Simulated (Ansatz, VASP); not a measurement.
# Ir: VASP beside Ansatz

The input INCAR:

```
PREC = Accurate ; ENCUT = 500
EDIFF = 1E-6 ; ISMEAR = 1
SIGMA = 0.3 ; LREAL = F
LASPH = T ; NELM = 120
ALGO = Normal ; ISIF = 2
LWAVE = F ; LCHARG = T
GGA = CA ; LELF = T
LVHAR = T ; NBANDS = 14
GGA_COMPAT = F
```

KPOINTS

```
Automatic mesh
0
Gamma
  14 14 14
```

File POSCAR:

```
Ir
1.0
    0.0000000000      1.9060927672      1.9060927672
    1.9060927672      0.0000000000      1.9060927672
    1.9060927672      1.9060927672      0.0000000000
Ir
1
Direct
    0.0000000000      0.0000000000      0.0000000000
```

Input for Ansatz:

```yaml
crystal:
  lattice:
    - [0.0, 1.9060927672, 1.9060927672]
    - [1.9060927672, 0.0, 1.9060927672]
    - [1.9060927672, 1.9060927672, 0.0]
  atoms:
    - { symbol: Ir, position: [0.0, 0.0, 0.0] }
hamiltonian:
  xc: lda
  pseudopotentials:
    kind: paw
    azcp:
      Ir: "pseudopotentials/Ir.paw.azcp"
basis:
  ecutwfc: 420
  fft_grid_basis: typed
kpoints:
  mp_grid: { grid: [14, 14, 14], shift: [0, 0, 0] }
magnetization:
  spin_polarized: false
scf:
  occupations: { method: methfessel_paxton, width: 0.3 }
  lower_state_search: "off"
output:
  stress: true
```

Alike in both runs: task single point; functional LDA; k mesh 14 × 14 × 14; occupations methfessel-paxton of order 1, width 0.3 eV; no spin polarisation.

|  | VASP | Ansatz |
| --- | --- | --- |
| version | VASP 6.6.1 | Ansatz 0.2.0 |
| potentials or method | VASP PAW LDA potentials, release 64 (Ir_sv_GW), cutoff 500 eV | plane waves (420 eV) with PAW, scalar-relativistic |
| valence electrons in the cell | 17 | 17 |

|  | VASP | Ansatz | Ansatz less VASP |
| --- | --- | --- | --- |
| pressure (GPa) | -2.0 | -0.2 | +1.75 |

Ansatz warns that its potentials were made for another functional, while VASP's fit it. LDA's correlation is that of Perdew and Zunger in VASP and of Perdew and Wang (1992) in Ansatz.

Neither program's run includes spin-orbit coupling.
